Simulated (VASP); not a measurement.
# CrCoPt2 (P4/mmm) in VASP: notebook

The runs below take CrCoPt2 through single point, with LDA.

Everything below comes from runs of VASP 6.6.1. Logs are shortened: lines on timing, memory, paths and dates and some standing lists are left out, and cuts for length are marked.

### Step 1. The cell of the first run

It takes space group P4/mmm (No. 123, tetragonal). Conventional cell: a = 3.632 Å, b = 3.632 Å, c = 3.562 Å, α = 90.00°, β = 90.00°, γ = 90.00°. Cr (site symmetry 4/mmm) has 8 Pt at 2.54 Å and 4 Co at 2.57 Å within 3.4 Å. Within 3.4 Å of Co (site symmetry 4/mmm) lie 8 Pt at 2.54 Å and 4 Cr at 2.57 Å. Within 3.4 Å of Pt (site symmetry mmm) lie 4 Cr at 2.54 Å and 4 Co at 2.54 Å and 4 Pt at 2.57 Å.

### Step 2. Single point, LDA, collinear spin, ferromagnetic start (11.75 Å³/atom)

Input file INCAR:

```
SYSTEM = CrCoPt2
  ALGO = Normal
  EDIFF = 1E-6
  ENCUT = 520
  GGA = CA
  ISIF = 2
  ISMEAR = -1
  ISPIN = 2
  LASPH = .TRUE.
  LCHARG = .FALSE.
  LMAXMIX = 4
  LORBIT = 11
  LREAL = .FALSE.
  LWAVE = .FALSE.
  MAGMOM = 3 2 0 0
  NBANDS = 32
  NELM = 150
  PREC = Accurate
  SIGMA = 0.05
```

Input file KPOINTS:

```
k-points
0
G
  8 8 8
  0 0 0
```

Input file POSCAR:

```
CrCoPt2
1.0
    3.6317488592      0.0000000000      0.0000000000
    0.0000000000      3.6317488592      0.0000000000
    0.0000000000      0.0000000000      3.5623281557
Cr Co Pt
1 1 2
Direct
    0.0000000000      0.0000000000      0.0000000000
    0.5000000000      0.5000000000      0.0000000000
    0.0000000000      0.5000000000      0.5000000000
    0.5000000000      0.0000000000      0.5000000000
```

Potentials or basis: VASP PAW LDA potentials, release 64 (Cr_pv, Co, Pt).

On the command line:

```sh
$ cat potpaw_LDA.64/Cr_pv/POTCAR potpaw_LDA.64/Co/POTCAR potpaw_LDA.64/Pt/POTCAR > POTCAR
$ mpirun -np 1 vasp_std > vasp.out
```

OUTCAR:

```text
SYSTEM = CrCoPt2
   EDIFF = 1E-6
   ENCUT = 520
   GGA = CA
   ISIF = 2
   ISMEAR = -1
   ISPIN = 2
   LASPH = .TRUE.
   LORBIT = 11
   LREAL = .FALSE.
   NELM = 150
   PREC = Accurate

 ion  position               nearest neighbor table
   1  0.000  0.000  0.000-   3 2.54   4 2.54   3 2.54   4 2.54   3 2.54   3 2.54   4 2.54   4 2.54
                             2 2.57   2 2.57   2 2.57   2 2.57
   2  0.500  0.500  0.000-   3 2.54   4 2.54   3 2.54   4 2.54   4 2.54   4 2.54   3 2.54   3 2.54
                             1 2.57   1 2.57   1 2.57   1 2.57
   3  0.000  0.500  0.500-   1 2.54   2 2.54   1 2.54   2 2.54   1 2.54   1 2.54   2 2.54   2 2.54
                             4 2.57   4 2.57   4 2.57   4 2.57
   4  0.500  0.000  0.500-   1 2.54   2 2.54   1 2.54   2 2.54   2 2.54   2 2.54   1 2.54   1 2.54
                             3 2.57   3 2.57   3 2.57   3 2.57

  LATTYP: Found a simple tetragonal cell.
 ALAT       =     3.6317488592
 C/A-ratio  =     0.9808850484

  Lattice vectors:

 A1 = (   3.6317488592,   0.0000000000,   0.0000000000)
 A2 = (   0.0000000000,   3.6317488592,   0.0000000000)
 A3 = (   0.0000000000,   0.0000000000,   3.5623281557)

Analysis of symmetry for initial positions (statically):
=====================================================================
 Subroutine PRICEL returns:
 Original cell was already a primitive cell.

 Routine SETGRP: Setting up the symmetry group for a
 simple tetragonal supercell.

 Subroutine GETGRP returns: Found 16 space group operations
 (whereof 16 operations were pure point group operations)
 out of a pool of 16 trial point group operations.

The static configuration has the point symmetry D_4h.

Analysis of symmetry for dynamics (positions and initial velocities):
=====================================================================
 Subroutine PRICEL returns:
 Original cell was already a primitive cell.

 Routine SETGRP: Setting up the symmetry group for a
 simple tetragonal supercell.

 Subroutine GETGRP returns: Found 16 space group operations
 (whereof 16 operations were pure point group operations)
 out of a pool of 16 trial point group operations.

The dynamic configuration has the point symmetry D_4h.

Analysis of structural, dynamic, and magnetic symmetry:
=====================================================================
 Subroutine PRICEL returns:
 Original cell was already a primitive cell.

 Routine SETGRP: Setting up the symmetry group for a
 simple tetragonal supercell.

 Subroutine GETGRP returns: Found 16 space group operations
 (whereof 16 operations were pure point group operations)
 out of a pool of 16 trial point group operations.

The overall configuration has the point symmetry D_4h.

 Subroutine INISYM returns: Found 16 space group operations
 (whereof 16 operations are pure point group operations),
 and found     1 'primitive' translations

----------------------------------------------------------------------------------------

                                     Primitive cell

  volume of cell :      46.9857

  direct lattice vectors                    reciprocal lattice vectors
     3.631748859  0.000000000  0.000000000     0.275349436  0.000000000  0.000000000
     0.000000000  3.631748859  0.000000000     0.000000000  0.275349436  0.000000000
     0.000000000  0.000000000  3.562328156     0.000000000  0.000000000  0.280715295

  length of vectors
     3.631748859  3.631748859  3.562328156     0.275349436  0.275349436  0.280715295

  position of ions in fractional coordinates (direct lattice)
     0.000000000  0.000000000  0.000000000
     0.500000000  0.500000000  0.000000000
     0.000000000  0.500000000  0.500000000
     0.500000000  0.000000000  0.500000000

  ion indices of the primitive-cell ions
   primitive index   ion index
                 1           1
                 2           2
                 3           3
                 4           4

----------------------------------------------------------------------------------------

 KPOINTS: k-points

Automatic generation of k-mesh.
 Grid dimensions read from file:
 generate k-points for:    8    8    8

 Generating k-lattice:

  Cartesian coordinates                     Fractional coordinates (reciprocal lattice)
     0.034418679  0.000000000  0.000000000     0.125000000  0.000000000  0.000000000
     0.000000000  0.034418679  0.000000000     0.000000000  0.125000000  0.000000000
     0.000000000  0.000000000  0.035089412     0.000000000  0.000000000  0.125000000

  Length of vectors
     0.034418679  0.034418679  0.035089412

  Shift w.r.t. Gamma in fractional coordinates (k-lattice)
     0.000000000  0.000000000  0.000000000

 Subroutine IBZKPT returns following result:
 ===========================================

 Found     75 irreducible k-points:

 Following reciprocal coordinates:
            Coordinates               Weight
  0.000000  0.000000  0.000000      1.000000
  0.125000  0.000000  0.000000      4.000000
  0.250000  0.000000  0.000000      4.000000
  0.375000  0.000000  0.000000      4.000000
  0.500000  0.000000  0.000000      2.000000
  0.125000  0.125000  0.000000      4.000000
[... 16 lines left out ...]
  0.375000  0.125000  0.125000     16.000000
  0.500000  0.125000  0.125000      8.000000
 [... further k-points ...]
   k-points           NKPTS =     75   k-points in BZ     NKDIM =     75   number of bands    NBANDS=     32
   number of dos      NEDOS =    301   number of ions     NIONS =      4
   total plane-waves  NPLWV =  21952
   dimension x,y,z NGX =    28 NGY =   28 NGZ =   28
   dimension x,y,z NGXF=    56 NGYF=   56 NGZF=   56
   ions per type =               1   1   2
   NGX,Y,Z   is equivalent  to a cutoff of  12.82, 12.82, 13.07 a.u.
   NGXF,Y,Z  is equivalent  to a cutoff of  25.63, 25.63, 26.13 a.u.
 SYSTEM =  CrCoPt2
   PREC   = accura    normal or accurate (medium, high low for compatibility)
   ISTART =      0    job   : 0-new  1-cont  2-samecut
   ICHARG =      2    charge: 1-file 2-atom 10-const
   ISPIN  =      2    spin polarized calculation?
   LNONCOLLINEAR =      F non collinear calculations
   LSORBIT =      F    spin-orbit coupling
   LASPH  =      T    aspherical Exc in radial PAW
   ENCUT  =  520.0 eV  38.22 Ry    6.18 a.u.   6.75  6.75  6.62*2*pi/ulx,y,z
   NELM   =    150;   NELMIN=  2; NELMDL= -5     # of ELM steps
   EDIFF  = 0.1E-05   stopping-criterion for ELM
   LREAL  =      F    real-space projection
   EDIFFG = 0.1E-04   stopping-criterion for IOM
   NSW    =      0    number of steps for IOM
   IBRION =     -1    ionic relax: 0-MD 1-quasi-New 2-CG
   NFREE  =      0    steps in history (QN), initial steepest desc. (CG)
   ISIF   =      2    stress and relaxation
   ISYM   =      2    0-nonsym 1-usesym 2-fastsym
   POTIM  = 0.5000    time-step for ionic-motion
   TEBEG  =    0.0;   TEEND  =   0.0 temperature during run
   PSTRESS=    0.0 pullay stress
   NELECT =      41.0000    total number of electrons
   NUPDOWN=      -1.0000    fix difference up-down
   EMIN   =  10.00;   EMAX   =-10.00  energy-range for DOS
   EFERMI =   0.00;   METHOD = LEGACY
   ISMEAR =    -1;   SIGMA  =   0.05  broadening in eV -4-tet -1-fermi 0-gaus
   EFERMI_NEDOS =   21; number of points for ismear=-14 and -15
   IALGO  =     38    algorithm
   IMIX   =      4    mixing-type and parameters
     AMIX     =   0.40;   BMIX     =  1.00
     AMIX_MAG =   1.60;   BMIX_MAG =  1.00
  volume/ion in A,a.u.               =      11.75        79.27
  Fermi-wavevector in a.u.,A,eV,Ry     =   1.564399  2.956286 33.298151  2.447345
  Thomas-Fermi vector in A             =   2.667029
   LORBIT       =     11    0 simple, 1 ext, 2 COOP (PROOUT), +10 PAW based schemes
   GGA     = CA    functional components
   LHFCALC =     F    Hartree Fock is set to
   AEXX    =    0.0000 exact exchange contribution
   IVDW    =     0    specifies the selected vdW correction
   LEPSILON=     F    determine dielectric tensor
   LRPA    =     F    only Hartree local field effects (RPA)
 spin polarized calculation
  energy-cutoff  :      520.00
  volume of cell :       46.99
 maximum number of plane-waves:      1296
 NGX is ok and might be reduce to    28
   NGX = 13   NGY = 13   NGZ = 13

 number of electron      41.0000001 magnetization       1.4956164

 Free energy of the ion-electron system (eV)
  ---------------------------------------------------
  ext. energy  EPLUGINS =         0.00000000
  ---------------------------------------------------
  free energy    TOTEN  =       -33.93354567 eV

  energy without entropy =      -33.89625000  energy(sigma->0) =      -33.91489783

 E-fermi :  13.2848     XC(G=0): -14.4214

 val. band max:       13.2845215555   @ k =   0.2500   0.0000   0.1250
 cond. band min:      13.2900112048   @ k =   0.1250   0.1250   0.5000
 fundamental gap:      0.0054896492
 Fermi energy:        13.2848267423

 spin component 1

 k-point     1 :       0.0000    0.0000    0.0000
  band No.  band energies     occupation
      1     -30.5807      1.00000
      2     -30.5283      1.00000
      3     -30.5283      1.00000
      4       2.2239      1.00000
      5       4.5582      1.00000
      6       5.3848      1.00000
[... 24 lines left out ...]
     31      25.2117      0.00000
     32      25.7669      0.00000

 k-point     2 :       0.1250    0.0000    0.0000
  band No.  band energies     occupation
      1     -30.5816      1.00000
      2     -30.5311      1.00000
      3     -30.5284      1.00000
      4       2.4740      1.00000
      5       4.7414      1.00000
      6       5.5575      1.00000
[... 24 lines left out ...]
     31      25.4641      0.00000
     32      25.6945      0.00000
[... 733 lines left out ...]
     31      25.5427      0.00000
     32      26.5698      0.00000

 k-point    24 :       0.5000    0.1250    0.1250
  band No.  band energies     occupation
      1     -30.5889      1.00000
      2     -30.5456      1.00000
      3     -30.5319      1.00000
      4       5.5694      1.00000
      5       5.5922      1.00000
      6       7.0228      1.00000
[... 24 lines left out ...]
     31      25.5251      0.00000
     32      26.6883      0.00000

 [... further k-points ...]

 spin component 2

 k-point     1 :       0.0000    0.0000    0.0000
  band No.  band energies     occupation
      1     -28.8260      1.00000
      2     -28.7901      1.00000
      3     -28.7901      1.00000
      4       2.3253      1.00000
      5       4.6676      1.00000
      6       5.4167      1.00000
[... 24 lines left out ...]
     31      25.4499      0.00000
     32      25.8119      0.00000

 k-point     2 :       0.1250    0.0000    0.0000
  band No.  band energies     occupation
      1     -28.8269      1.00000
      2     -28.7933      1.00000
      3     -28.7902      1.00000
      4       2.5768      1.00000
      5       4.8534      1.00000
      6       5.5903      1.00000
[... 24 lines left out ...]
     31      25.6968      0.00000
     32      25.8034      0.00000
[... 733 lines left out ...]
     31      25.6588      0.00000
     32      26.7871      0.00000

 k-point    24 :       0.5000    0.1250    0.1250
  band No.  band energies     occupation
      1     -28.8353      1.00000
      2     -28.8098      1.00000
      3     -28.7942      1.00000
      4       5.6179      1.00000
      5       5.7765      1.00000
      6       7.2327      1.00000
[... 24 lines left out ...]
     31      25.5633      0.00000
     32      27.1024      0.00000

 [... further k-points ...]

------------------------ aborting loop because EDIFF is reached ----------------------------------------

  FORCE on cell =-STRESS in cart. coord.  units (eV):
  Direction    XX          YY          ZZ          XY          YZ          ZX
  --------------------------------------------------------------------------------------
  -------------------------------------------------------------------------------------
  Total        8.7104228      8.7104228      7.8199984      0.0000000      0.0000000      0.0000000
  in kB      297.0190316    297.0190316    266.6562122      0.0000000      0.0000000      0.0000000
  external PRESSURE =     286.8980918 kB  Pullay stress =       0.0000000 kB

 VOLUME and BASIS-vectors are now :
 -----------------------------------------------------------------------------
  energy-cutoff  :      520.00
  volume of cell :       46.99
      direct lattice vectors                 reciprocal lattice vectors
     3.631748859  0.000000000  0.000000000     0.275349436  0.000000000  0.000000000
     0.000000000  3.631748859  0.000000000     0.000000000  0.275349436  0.000000000
     0.000000000  0.000000000  3.562328156     0.000000000  0.000000000  0.280715295

 POSITION                                       TOTAL-FORCE (eV/Angst)
 -----------------------------------------------------------------------------------
      0.00000      0.00000      0.00000         0.000000      0.000000      0.000000
      1.81587      1.81587      0.00000         0.000000      0.000000      0.000000
      0.00000      1.81587      1.78116         0.000000      0.000000      0.000000
      1.81587      0.00000      1.78116         0.000000      0.000000      0.000000
 -----------------------------------------------------------------------------------
    total drift:                                0.000000      0.000000      0.000000

  FREE ENERGIE OF THE ION-ELECTRON SYSTEM (eV)
  ---------------------------------------------------
  free  energy   TOTEN  =       -33.9335456668 eV

  energy  without entropy=      -33.8962499967  energy(sigma->0) =      -33.91489783

 total charge

# of ion       s       p       d       tot
------------------------------------------
    1        0.378   6.381   4.255  11.014
    2        0.478   0.592   7.438   8.508
    3        0.820   0.914   8.133   9.867
    4        0.820   0.914   8.133   9.867
--------------------------------------------------
tot          2.497   8.800  27.959  39.256

 magnetization (x)

# of ion       s       p       d       tot
------------------------------------------
    1        0.016   0.028   1.831   1.874
    2       -0.006  -0.007  -0.386  -0.399
    3       -0.005   0.003  -0.025  -0.027
    4       -0.005   0.003  -0.025  -0.027
--------------------------------------------------
tot         -0.001   0.026   1.396   1.421
```

Wall time 3.9 min (1 thread of Intel Xeon Platinum 8488C (Sapphire Rapids), shared host); peak memory 0.28 GiB.

Results:

- Free energy: -33.9335 eV
- Pressure: 28.7 GPa
- Net moment: 1.50 μB per cell
- Site moments: Cr +1.87; Co -0.40; Pt -0.03 μB
- Valence electrons inside the program's atomic spheres: Cr 11.01; Co 8.51; Pt 9.87

Caveat: the cell stands under pressure; an empty level that is flat over the whole mesh can mark a ghost state of the potentials, or a narrow d or f band; spin-orbit coupling is left out, which moves the levels of the heavy elements.

### Step 3. Single point, LDA, collinear spin, ferromagnetic start (12.57 Å³/atom)

This run uses another cell than the first one, of 12.57 Å³/atom.

Input file INCAR:

```
  ALGO = Normal
  EDIFF = 1E-6
  ENCUT = 520
  ISIF = 2
  ISMEAR = -1
  ISPIN = 2
  LASPH = T
  LCHARG = T
  LELF = T
  LMAXMIX = 4
  LORBIT = 11
  LREAL = F
  LVHAR = T
  LWAVE = F
  MAGMOM = 3 2 0 0
  NBANDS = 32
  NELM = 150
  PREC = Accurate
  SIGMA = 0.05
```

Input file KPOINTS:

```
k-points
0
Gamma
  8 8 8
```

Input file POSCAR:

```
CrCoPt2
1.0
    3.7143167273      0.0000000000      0.0000000000
    0.0000000000      3.7143167273      0.0000000000
    0.0000000000      0.0000000000      3.6433177430
Cr Co Pt
1 1 2
Direct
    0.0000000000      0.0000000000      0.0000000000
    0.5000000000      0.5000000000      0.0000000000
    0.0000000000      0.5000000000      0.5000000000
    0.5000000000      0.0000000000      0.5000000000
```

Potentials or basis: VASP PAW LDA potentials, release 64 (Cr_pv, Co, Pt).

On the command line:

```sh
$ cat potpaw_LDA.64/Cr_pv/POTCAR potpaw_LDA.64/Co/POTCAR potpaw_LDA.64/Pt/POTCAR > POTCAR
$ mpirun -np 1 vasp_std > vasp.out
```

Wall time 4.4 min (1 thread of Intel Xeon Platinum 8488C (Sapphire Rapids), shared host); peak memory 0.29 GiB.

Results (log left out):

- Free energy: -34.2706 eV
- Pressure: 5.5 GPa
- Net moment: 1.24 μB per cell
- Site moments: Cr +2.16; Co -0.86; Pt -0.08 μB
- Valence electrons inside the program's atomic spheres: Cr 10.85; Co 8.33; Pt 9.66

Stress tensor (GPa, compression positive):
```
6.11 0.00 0.00
0.00 6.11 0.00
0.00 0.00 4.37
```

Levels at points of the mesh, in eV from the Fermi level:
Spin up:
```csv
k point,band 19,band 20,band 21,band 22,band 23,band 24
"(0.00, 0.00, 0.00)",0.69,0.69,0.72,0.76,1.11,1.11
"(0.50, 0.00, 0.00)",-1.01,-0.84,-0.84,-0.21,-0.15,0.70
"(0.50, 0.50, 0.00)",-1.87,-1.11,-0.97,-0.50,-0.50,1.88
"(0.00, 0.00, 0.50)",-0.98,-0.76,-0.76,-0.64,-0.02,0.73
"(0.50, 0.00, 0.50)",-0.90,-0.86,-0.82,-0.73,-0.66,1.65
"(0.50, 0.50, 0.50)",-0.63,0.27,0.27,0.41,0.45,0.56
```
Spin down:
```csv
k point,band 16,band 17,band 18,band 19,band 20,band 21,band 22,band 23,band 24,band 25
"(0.00, 0.00, 0.00)",-0.18,0.05,0.05,0.67,1.67,1.71,1.78,1.95,1.95,2.34
"(0.50, 0.00, 0.00)",-1.74,-1.65,-1.47,-0.80,0.04,0.19,0.23,0.86,1.33,2.42
"(0.50, 0.50, 0.00)",-2.37,-2.09,-1.94,-1.93,-1.66,0.22,0.22,0.71,2.45,2.45
"(0.00, 0.00, 0.50)",-2.57,-2.18,-1.61,-1.02,-0.11,-0.11,0.64,0.67,0.75,1.55
"(0.50, 0.00, 0.50)",-2.90,-2.04,-1.60,-1.52,-1.39,0.49,0.76,0.77,1.12,2.05
"(0.50, 0.50, 0.50)",-0.77,-0.44,-0.44,-0.42,-0.22,-0.22,-0.09,1.42,1.47,1.47
```

Caveat: the cell stands under pressure; spin-orbit coupling is left out, which moves the levels of the heavy elements.
